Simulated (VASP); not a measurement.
Input of a VASP 6.6.1 run:

INCAR

```
PREC     = Accurate       # precision mode
ENCUT    = 520            # plane-wave cutoff, eV
EDIFF    = 1E-6           # SCF threshold, eV
ISMEAR   = 0              # smearing method
SIGMA    = 0.15           # smearing width, eV
LREAL    = F              # projectors in reciprocal space
LASPH    = T              # aspherical terms in the spheres
NELM     = 60             # most SCF steps
ALGO     = Fast           # electronic algorithm
ISIF     = 2              # what is computed and relaxed
LWAVE    = F              # write WAVECAR
LCHARG   = F              # write CHGCAR
GGA      = PS             # functional
NBANDS   = 8              # bands
```

The input KPOINTS:

```
regular mesh
0
Gamma
  26 26 26
```

File POSCAR:

```
Al
1.0
   -1.5160768099      1.5160768099      1.6064390039
    1.5160768099     -1.5160768099      1.6064390039
    1.6968011979      1.6968011979     -1.6064390039
Al
1
Direct
    0.0000000000      0.0000000000      0.0000000000
```

Potentials or basis: VASP PAW PBE potentials, release 64 (Al).

Launch:

```sh
$ cat potpaw_PBE.64/Al/POTCAR > POTCAR
$ mpirun -np 1 vasp_std > vasp.out
```

(1) Predict the pressure.

(2) Estimate the band gap on the k mesh.

Results:

(1) 1.3 GPa.

(2) zero (an odd number of electrons rules out a gap without spin polarisation).

Caveat: the cell differs from its parent crystal (strain +0.1125 x Voigt [0, 0, 0, 0, 0, 1]); the PAW data sets were made with another functional, which shifts forces and pressure a little.
